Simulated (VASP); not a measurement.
# SnSe (Pnma) in VASP: single point with PBE

Aim: the single point of SnSe with PBE.

Program: VASP 6.6.1. These are calculated values, not measurements. Logs are shortened: lines on timing, memory, paths and dates and some standing lists are left out, and cuts for length are marked.

### Step 1. The cell of the first run

The structure is orthorhombic, space group Pnma (No. 62). Conventional cell: a = 11.420 Å, b = 4.190 Å, c = 4.460 Å, α = 90.00°, β = 90.00°, γ = 90.00°. Within 3.6 Å of Sn (site symmetry m) lie 6 Se at 2.76 to 3.42 Å and 2 Sn at 3.54 Å. Se (site symmetry m) has 6 Sn at 2.76 to 3.42 Å within 3.6 Å.

### Step 2. Single point, PBE

INCAR reads:

```
SYSTEM = SnSe
PREC = Accurate
ENCUT = 520
EDIFF = 1E-6
ISMEAR = 0
SIGMA = 0.01
LREAL = .FALSE.
LASPH = .TRUE.
NELM = 80
ALGO = Normal
ISIF = 2
LWAVE = .FALSE.
LCHARG = .FALSE.
GGA = PE
NBANDS = 50
```

KPOINTS reads:

```
regular mesh
0
G
  2 4 4
  0 0 0
```

POSCAR reads:

```
SnSe
1.0
   11.4200000000      0.0000000000      0.0000000000
    0.0000000000      4.1900000000      0.0000000000
    0.0000000000      0.0000000000      4.4600000000
Sn Se
4 4
Direct
    0.1184873248      0.2500000000      0.1012150312
    0.3815126752      0.7500000000      0.6012150312
    0.6184873248      0.2500000000      0.3987849688
    0.8815126752      0.7500000000      0.8987849688
    0.3581177966      0.2500000000      0.0184711684
    0.1418822034      0.7500000000      0.5184711684
    0.8581177966      0.2500000000      0.4815288316
    0.6418822034      0.7500000000      0.9815288316
```

Potentials or basis: VASP PAW PBE potentials, release 64 (Sn_d, Se).

Started as:

```sh
cat potpaw_PBE.64/Sn_d/POTCAR potpaw_PBE.64/Se/POTCAR > POTCAR
mpirun -np 1 vasp_std > vasp.out
```

OUTCAR:

```text
SYSTEM = SnSe
   PREC = Accurate
   ENCUT = 520
   EDIFF = 1E-6
   ISMEAR = 0
   LREAL = .FALSE.
   LASPH = .TRUE.
   NELM = 80
   ISIF = 2
   GGA = PE

 ion  position               nearest neighbor table
   1  0.118  0.250  0.101-   5 2.76   6 2.81   6 2.81   4 3.54   4 3.54
   2  0.382  0.750  0.601-   6 2.76   5 2.81   5 2.81   3 3.54   3 3.54
   3  0.618  0.250  0.399-   7 2.76   8 2.81   8 2.81   2 3.54   2 3.54
   4  0.882  0.750  0.899-   8 2.76   7 2.81   7 2.81   1 3.54   1 3.54
   5  0.358  0.250  0.018-   1 2.76   2 2.81   2 2.81
   6  0.142  0.750  0.518-   2 2.76   1 2.81   1 2.81
   7  0.858  0.250  0.482-   3 2.76   4 2.81   4 2.81
   8  0.642  0.750  0.982-   4 2.76   3 2.81   3 2.81

  LATTYP: Found a simple orthorhombic cell.
 ALAT       =     4.1900000000
 B/A-ratio  =     1.0644391408
 C/A-ratio  =     2.7255369928

  Lattice vectors:

 A1 = (   0.0000000000,   4.1900000000,   0.0000000000)
 A2 = (   0.0000000000,   0.0000000000,   4.4600000000)
 A3 = (  11.4200000000,   0.0000000000,   0.0000000000)

Analysis of symmetry for initial positions (statically):
=====================================================================
 Subroutine PRICEL returns:
 Original cell was already a primitive cell.

 Routine SETGRP: Setting up the symmetry group for a
 simple orthorhombic supercell.

 Subroutine GETGRP returns: Found  8 space group operations
 (whereof  2 operations were pure point group operations)
 out of a pool of  8 trial point group operations.

The static configuration has the point symmetry S_2 .
 The point group associated with its full space group is D_2h.

Analysis of symmetry for dynamics (positions and initial velocities):
=====================================================================
 Subroutine PRICEL returns:
 Original cell was already a primitive cell.

 Routine SETGRP: Setting up the symmetry group for a
 simple orthorhombic supercell.

 Subroutine GETGRP returns: Found  8 space group operations
 (whereof  2 operations were pure point group operations)
 out of a pool of  8 trial point group operations.

The dynamic configuration has the point symmetry S_2 .
 The point group associated with its full space group is D_2h.

 Subroutine INISYM returns: Found  8 space group operations
 (whereof  2 operations are pure point group operations),
 and found     1 'primitive' translations

----------------------------------------------------------------------------------------

                                     Primitive cell

  volume of cell :     213.4101

  direct lattice vectors                    reciprocal lattice vectors
    11.420000000  0.000000000  0.000000000     0.087565674  0.000000000  0.000000000
     0.000000000  4.190000000  0.000000000     0.000000000  0.238663484  0.000000000
     0.000000000  0.000000000  4.460000000     0.000000000  0.000000000  0.224215247

  length of vectors
    11.420000000  4.190000000  4.460000000     0.087565674  0.238663484  0.224215247

  position of ions in fractional coordinates (direct lattice)
     0.118487325  0.250000000  0.101215031
     0.381512675  0.750000000  0.601215031
     0.618487325  0.250000000  0.398784969
     0.881512675  0.750000000  0.898784969
     0.358117797  0.250000000  0.018471168
     0.141882203  0.750000000  0.518471168
     0.858117797  0.250000000  0.481528832
     0.641882203  0.750000000  0.981528832

  ion indices of the primitive-cell ions
   primitive index   ion index
                 1           1
                 2           2
                 3           3
                 4           4
                 5           5
                 6           6
                 7           7
                 8           8

----------------------------------------------------------------------------------------

 KPOINTS: regular mesh

Automatic generation of k-mesh.
 Grid dimensions read from file:
 generate k-points for:    2    4    4

 Generating k-lattice:

  Cartesian coordinates                     Fractional coordinates (reciprocal lattice)
     0.043782837  0.000000000  0.000000000     0.500000000  0.000000000  0.000000000
     0.000000000  0.059665871  0.000000000     0.000000000  0.250000000  0.000000000
     0.000000000  0.000000000  0.056053812     0.000000000  0.000000000  0.250000000

  Length of vectors
     0.043782837  0.059665871  0.056053812

  Shift w.r.t. Gamma in fractional coordinates (k-lattice)
     0.000000000  0.000000000  0.000000000

 Subroutine IBZKPT returns following result:
 ===========================================

 Found     18 irreducible k-points:

 Following reciprocal coordinates:
            Coordinates               Weight
  0.000000  0.000000  0.000000      1.000000
  0.500000  0.000000  0.000000      1.000000
  0.000000  0.250000  0.000000      2.000000
  0.500000  0.250000  0.000000      2.000000
  0.000000  0.500000  0.000000      1.000000
  0.500000  0.500000  0.000000      1.000000
[... 10 lines left out ...]
  0.000000  0.500000  0.500000      1.000000
  0.500000  0.500000  0.500000      1.000000
   k-points           NKPTS =     18   k-points in BZ     NKDIM =     18   number of bands    NBANDS=     50
   number of dos      NEDOS =    301   number of ions     NIONS =      8
   total plane-waves  NPLWV = 103680
   dimension x,y,z NGX =    90 NGY =   32 NGZ =   36
   dimension x,y,z NGXF=   180 NGYF=   64 NGZF=   72
   ions per type =               4   4
   NGX,Y,Z   is equivalent  to a cutoff of  13.10, 12.70, 13.42 a.u.
   NGXF,Y,Z  is equivalent  to a cutoff of  26.20, 25.39, 26.84 a.u.
 SYSTEM =  SnSe
   PREC   = accura    normal or accurate (medium, high low for compatibility)
   ISTART =      0    job   : 0-new  1-cont  2-samecut
   ICHARG =      2    charge: 1-file 2-atom 10-const
   ISPIN  =      1    spin polarized calculation?
   LNONCOLLINEAR =      F non collinear calculations
   LSORBIT =      F    spin-orbit coupling
   LASPH  =      T    aspherical Exc in radial PAW
   ENCUT  =  520.0 eV  38.22 Ry    6.18 a.u.  21.23  7.79  8.29*2*pi/ulx,y,z
   NELM   =     80;   NELMIN=  2; NELMDL= -5     # of ELM steps
   EDIFF  = 0.1E-05   stopping-criterion for ELM
   LREAL  =      F    real-space projection
[... 7 lines left out ...]
   TEBEG  =    0.0;   TEEND  =   0.0 temperature during run
   PSTRESS=    0.0 pullay stress
   NELECT =      80.0000    total number of electrons
   NUPDOWN=      -1.0000    fix difference up-down
   EMIN   =  10.00;   EMAX   =-10.00  energy-range for DOS
   EFERMI =   0.00;   METHOD = LEGACY
   ISMEAR =     0;   SIGMA  =   0.01  broadening in eV -4-tet -1-fermi 0-gaus
   EFERMI_NEDOS =   21; number of points for ismear=-14 and -15
   IALGO  =     38    algorithm
   IMIX   =      4    mixing-type and parameters
     AMIX     =   0.40;   BMIX     =  1.00
     AMIX_MAG =   1.60;   BMIX_MAG =  1.00
  volume/ion in A,a.u.               =      26.68       180.02
  Fermi-wavevector in a.u.,A,eV,Ry     =   1.180411  2.230653 18.957944  1.393370
  Thomas-Fermi vector in A             =   2.316704
   LORBIT       =      0    0 simple, 1 ext, 2 COOP (PROOUT), +10 PAW based schemes
   GGA     = PE    functional components
   LHFCALC =     F    Hartree Fock is set to
   AEXX    =    0.0000 exact exchange contribution
   IVDW    =     0    specifies the selected vdW correction
   LEPSILON=     F    determine dielectric tensor
   LRPA    =     F    only Hartree local field effects (RPA)
 non-spin polarized calculation
 Gauss-broadening in eV      SIGMA  =   0.01
  energy-cutoff  :      520.00
  volume of cell :      213.41
 maximum number of plane-waves:      5772
 NGX is ok and might be reduce to    90
   NGX = 43   NGY = 15   NGZ = 17

 number of electron      79.9999982 magnetization

 Free energy of the ion-electron system (eV)
  ---------------------------------------------------
  ext. energy  EPLUGINS =         0.00000000
  ---------------------------------------------------
  free energy    TOTEN  =       -32.84061812 eV

  energy without entropy =      -32.84061812  energy(sigma->0) =      -32.84061812

 E-fermi :   5.3051     XC(G=0):  -9.7129

 val. band max:        5.1957808842   @ k =   0.0000   0.0000   0.2500
 cond. band min:       6.2184730584   @ k =   0.0000   0.0000   0.0000
 fundamental gap:      1.0226921742
 Fermi energy:         5.3050955321

 k-point     1 :       0.0000    0.0000    0.0000
  band No.  band energies     occupation
      1     -15.8995      2.00000
      2     -15.8856      2.00000
      3     -15.8842      2.00000
      4     -15.8802      2.00000
      5     -15.8797      2.00000
      6     -15.8766      2.00000
[... 42 lines left out ...]
     49      10.0864      0.00000
     50      10.0886      0.00000

 k-point     2 :       0.5000    0.0000    0.0000
  band No.  band energies     occupation
      1     -15.8938      2.00000
      2     -15.8938      2.00000
      3     -15.8819      2.00000
      4     -15.8819      2.00000
      5     -15.8789      2.00000
      6     -15.8789      2.00000
[... 42 lines left out ...]
     49      10.3346      0.00000
     50      10.3346      0.00000

 k-point     3 :       0.0000    0.2500    0.0000
  band No.  band energies     occupation
      1     -15.8876      2.00000
      2     -15.8862      2.00000
      3     -15.8842      2.00000
      4     -15.8812      2.00000
      5     -15.8775      2.00000
      6     -15.8758      2.00000
[... 42 lines left out ...]
     49       9.9317      0.00000
     50      10.0058      0.00000

 k-point     4 :       0.5000    0.2500    0.0000
  band No.  band energies     occupation
      1     -15.8874      2.00000
      2     -15.8874      2.00000
      3     -15.8811      2.00000
      4     -15.8811      2.00000
      5     -15.8773      2.00000
      6     -15.8773      2.00000
[... 681 lines left out ...]
 k-point    17 :       0.0000    0.5000    0.5000
  band No.  band energies     occupation
      1     -15.9022      2.00000
      2     -15.9022      2.00000
      3     -15.8953      2.00000
      4     -15.8953      2.00000
      5     -15.8731      2.00000
      6     -15.8731      2.00000
[... 42 lines left out ...]
     49      11.0813      0.00000
     50      11.0817      0.00000

 k-point    18 :       0.5000    0.5000    0.5000
  band No.  band energies     occupation
      1     -15.8987      2.00000
      2     -15.8987      2.00000
      3     -15.8987      2.00000
      4     -15.8987      2.00000
      5     -15.8711      2.00000
      6     -15.8711      2.00000
[... 42 lines left out ...]
     49      11.8228      0.00000
     50      11.8228      0.00000

------------------------ aborting loop because EDIFF is reached ----------------------------------------

  FORCE on cell =-STRESS in cart. coord.  units (eV):
  Direction    XX          YY          ZZ          XY          YZ          ZX
  --------------------------------------------------------------------------------------
  -------------------------------------------------------------------------------------
  Total        3.6288364      2.0250400      1.5313726      0.0000000      0.0000000      0.0000000
  in kB       27.2435057     15.2029965     11.4967869      0.0000000      0.0000000      0.0000000
  external PRESSURE =      17.9810964 kB  Pullay stress =       0.0000000 kB

 VOLUME and BASIS-vectors are now :
 -----------------------------------------------------------------------------
  energy-cutoff  :      520.00
  volume of cell :      213.41
      direct lattice vectors                 reciprocal lattice vectors
    11.420000000  0.000000000  0.000000000     0.087565674  0.000000000  0.000000000
     0.000000000  4.190000000  0.000000000     0.000000000  0.238663484  0.000000000
     0.000000000  0.000000000  4.460000000     0.000000000  0.000000000  0.224215247

 POSITION                                       TOTAL-FORCE (eV/Angst)
 -----------------------------------------------------------------------------------
      1.35313      1.04750      0.45142        -0.013222     -0.000000     -0.010052
      4.35687      3.14250      2.68142         0.013222      0.000000     -0.010052
      7.06313      1.04750      1.77858        -0.013222     -0.000000      0.010052
     10.06687      3.14250      4.00858         0.013222      0.000000      0.010052
      4.08971      1.04750      0.08238         0.007534      0.000000      0.008597
      1.62029      3.14250      2.31238        -0.007534     -0.000000      0.008597
      9.79971      1.04750      2.14762         0.007534      0.000000     -0.008597
      7.33029      3.14250      4.37762        -0.007534     -0.000000     -0.008597
 -----------------------------------------------------------------------------------
    total drift:                                0.000000     -0.000000     -0.000000

  FREE ENERGIE OF THE ION-ELECTRON SYSTEM (eV)
  ---------------------------------------------------
  free  energy   TOTEN  =       -32.8406181176 eV

  energy  without entropy=      -32.8406181176  energy(sigma->0) =      -32.84061812
```

It took 3.7 min on 1 thread of Intel Xeon 8259CL, shared host; peak memory 0.39 GiB.

Results:

| Quantity | Value |
| --- | --- |
| Free energy | -32.8406 eV |
| Pressure | 1.8 GPa |
| Largest force | 0.017 eV/Å |
| Band gap on the k mesh | 1.02 eV (least direct gap 1.27 eV) |

Forces in eV/Å, atoms in the order of the input:
```
Sn  -0.013  0.000 -0.010
Sn   0.013  0.000 -0.010
Sn  -0.013  0.000  0.010
Sn   0.013  0.000  0.010
Se   0.008  0.000  0.009
Se  -0.008  0.000  0.009
Se   0.008  0.000 -0.009
Se  -0.008  0.000 -0.009
```

Caveat: spin-orbit coupling is left out, which moves the levels of the heavy elements.
